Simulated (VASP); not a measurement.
A run of VASP 6.6.1 is set up as follows.

INCAR

```
SYSTEM = MoS2
PREC = Accurate
ENCUT = 520
EDIFF = 1E-7
ISMEAR = 0
SIGMA = 0.05
LREAL = .False.
LASPH = .True.
NELM = 150
ALGO = Normal
ISIF = 2
LWAVE = .False.
LCHARG = .False.
ISPIN = 2
MAGMOM = 2 2 0 0 0 0
LORBIT = 11
LMAXMIX = 4
LDAU = .True.
LDAUTYPE = 1
LDAUL = 2 -1
LDAUU = 4 0
LDAUJ = 0.9 0
LDAUPRINT = 1
GGA = PE
NBANDS = 39
```

The input KPOINTS:

```
Automatic mesh
0
Gamma
  7 7 4
  0 0 0
```

File POSCAR:

```
MoS2
1.0
    1.5814998900      0.9130793900      6.1233282100
   -1.5814998900      0.9130793900      6.1233282100
    0.0000000000     -3.6523175600     12.2466564200
Mo S
2 4
Direct
    0.0000000000      0.0000000000      0.0000000000
    0.0000000000      0.0000000000      0.5000000000
    0.7484000000      0.7484000000      0.3742000000
    0.5849000000      0.5849000000      0.2924500000
    0.7484000000      0.7484000000      0.8742000000
    0.5849000000      0.5849000000      0.7924500000
```

Potentials or basis: VASP PAW PBE potentials, release 64 (Mo_sv, S).

The run is started by

```sh
$ cat potpaw_PBE.64/Mo_sv/POTCAR potpaw_PBE.64/S/POTCAR > POTCAR
$ mpirun -np 1 vasp_std > vasp.out
```

Task: Predict the pressure.

Result: 11.0 GPa.

Task: What does it give for the net moment?

Result: 0.00 μB per cell.

Task: Predict the largest force.

Result: 1.490 eV/Å.

Task: What does it give for the band gap on the k mesh?

Result: 0.85 eV.

Stress tensor (GPa, compression positive):
```
 8.60  0.00  0.00
 0.00  8.61  0.00
 0.00  0.00 15.73
```

Caveat: forces of over 1 eV/Å act on the atoms, so gaps and moduli don't describe the material at rest. The state reached can hang on the start; a lower one may exist.
